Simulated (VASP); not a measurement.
Here is a VASP 6.6.1 calculation.

The input POSCAR:

```
HfO2
1.0
    4.7898993623      0.0000000000      0.0000000000
    0.0000000000      4.7898993623      0.0000000000
    0.0000000000      0.0000000000      3.2413605665
Hf O
2 4
Direct
    0.0000000000      0.0000000000      0.0000000000
    0.5000000000      0.5000000000      0.5000000000
    0.3054798702      0.3054798702      0.0000000000
    0.1945201298      0.8054798702      0.5000000000
    0.8054798702      0.1945201298      0.5000000000
    0.6945201298      0.6945201298      0.0000000000
```

The input INCAR.step1:

```
SYSTEM = HfO2
PREC = Accurate
ENCUT = 520
EDIFF = 1E-5
ISMEAR = 0
SIGMA = 0.01
LREAL = .FALSE.
LASPH = .TRUE.
NELM = 100
ALGO = Normal
ISIF = 2
LWAVE = .TRUE.
LCHARG = .FALSE.
NBANDS = 31
GGA = PE
KPAR = 2
```

File INCAR.step2:

```
SYSTEM = HfO2
PREC = Accurate
ENCUT = 520
EDIFF = 1E-7
ISMEAR = 0
SIGMA = 0.01
LREAL = .FALSE.
LASPH = .TRUE.
NELM = 100
ALGO = Normal
ISIF = 2
LWAVE = .FALSE.
LCHARG = .FALSE.
GGA = PE
LHFCALC = .TRUE.
HFSCREEN = 0.2079
PRECFOCK = Fast
NBANDS = 31
ISTART = 1
KPAR = 2
```

The input KPOINTS:

```
Automatic mesh
0
G
  4 4 4
  0 0 0
```

Potentials or basis: VASP PAW PBE potentials, release 64 (Hf_pv, O).

Command:

```bash
$ cat potpaw_PBE.64/Hf_pv/POTCAR potpaw_PBE.64/O/POTCAR > POTCAR
$ cp INCAR.step1 INCAR
$ mpirun -np 2 vasp_std > vasp.out
$ cp INCAR.step2 INCAR
$ mpirun -np 2 vasp_std > vasp.out
```

Question: Predict the band gap on the k mesh.

Answer: 5.61 eV.

Question: Estimate the pressure.

Answer: -1.1 GPa.

Question: Predict the largest force.

Answer: 0.098 eV/Å.

Forces in eV/Å, atoms in the order of the input:
```
Hf   0.000  0.000  0.000
Hf   0.000  0.000  0.000
O    0.069  0.069  0.000
O   -0.069  0.069  0.000
O    0.069 -0.069  0.000
O   -0.069 -0.069  0.000
```

Caveat: the k points lie up to 0.48 Å⁻¹ apart; the cell differs from its parent crystal (epitaxial xy strain -1.0%); the structure was generated, so it needn't be the stable form of HfO2; the PAW data sets were made with another functional, which shifts forces and pressure a little; spin-orbit coupling is left out, which moves the levels of the heavy elements. A k mesh can miss the band edges.
